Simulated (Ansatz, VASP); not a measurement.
## Pd: VASP beside Ansatz

```
Pd
1.0
     2.51410    0.00000    0.00000
     0.00000    2.51410    0.00000
     0.00000    0.00000    2.51410
Pd
1
Direct
  0.00000 0.00000 0.00000
```

Alike in both runs: task relaxation of cell and atoms; functional RPBE; k mesh 12 × 12 × 12; occupations fermi-dirac, width 0.05 eV; collinear spin.

```csv
,VASP,Ansatz
version,VASP 6.6.1,Ansatz 0.2.0
potentials or method,"VASP PAW PBE potentials, release 64 (Pd), cutoff 600 eV","plane waves (420 eV) with PAW, scalar-relativistic"
valence electrons in the cell,10,18
```

```csv
,VASP,Ansatz,Ansatz less VASP
net moment per atom (μB),0.00,0.00,0.000
relaxed volume (Å³/atom),18.42,18.47,+0.049
relaxed cell length with the largest relative difference (Å),2.641,2.643,+0.0023
```

VASP's potentials were made for PBE, not for RPBE. VASP's potentials hold 10 valence electrons a cell and Ansatz's 18, so a difference there can come from the potentials and not from the codes. Ansatz's warnings: seeded moment not kept.

Noted on VASP's run: the volume moved by over 15 % at a fixed basis, so the end points are rough.
